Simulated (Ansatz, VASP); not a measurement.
# Two plane-wave programs on Mn

Contents of INCAR:

```
SYSTEM = Mn
ALGO = Normal ; EDIFF = 1E-6
EDIFFG = -0.01 ; ENCUT = 600
GGA = RP ; IBRION = 2
ISIF = 3 ; ISMEAR = -1
LASPH = .TRUE. ; LCHARG = .FALSE.
LREAL = .FALSE. ; LWAVE = .FALSE.
NELM = 80 ; NSW = 80
PREC = Accurate ; SIGMA = 0.1
```

KPOINTS

```
k-points
0
G
  13 13 13
  0 0 0
```

POSCAR

```
Mn
1.0
    2.3324620846      0.0000000000      0.0000000000
    0.0000000000      2.3324620846      0.0000000000
    0.0000000000      0.0000000000      2.3324620846
Mn
1
Direct
    0.0000000000      0.0000000000      0.0000000000
```

Input for Ansatz:

```yaml
crystal:
  lattice:
    - [2.3324620846, 0.0, 0.0]
    - [0.0, 2.3324620846, 0.0]
    - [0.0, 0.0, 2.3324620846]
  atoms:
    - { symbol: Mn, position: [0.0, 0.0, 0.0] }
hamiltonian:
  xc: rpbe
  pseudopotentials:
    kind: paw
    azcp:
      Mn: "pseudopotentials/Mn.paw.azcp"
basis:
  ecutwfc: 420
  fft_grid_basis: typed
kpoints:
  mp_grid: { grid: [13, 13, 13], shift: [0, 0, 0] }
magnetization:
  spin_polarized: false
scf:
  occupations: { method: fermi_dirac, width: 0.1 }
relax:
  max_steps: 60
  f_tol: 0.01
  cell: {}
```

Alike in both runs: task relaxation of cell and atoms; functional RPBE; k mesh 13 × 13 × 13; occupations fermi-dirac, width 0.1 eV; no spin polarisation.

```csv
,VASP,Ansatz
version,VASP 6.6.1,Ansatz 0.2.0
potentials or method,"VASP PAW PBE potentials, release 64 (Mn_pv), cutoff 600 eV","plane waves (420 eV) with PAW, scalar-relativistic"
valence electrons in the cell,13,15
```

```tsv
	VASP	Ansatz	Ansatz less VASP
relaxed volume (Å³/atom)	12.22	12.21	-0.013
relaxed cell length with the largest relative difference (Å)	2.303	2.302	-0.0008
```

VASP's potentials were made for PBE, not for RPBE. VASP's potentials hold 13 valence electrons a cell and Ansatz's 15, so a difference there can come from the potentials and not from the codes.
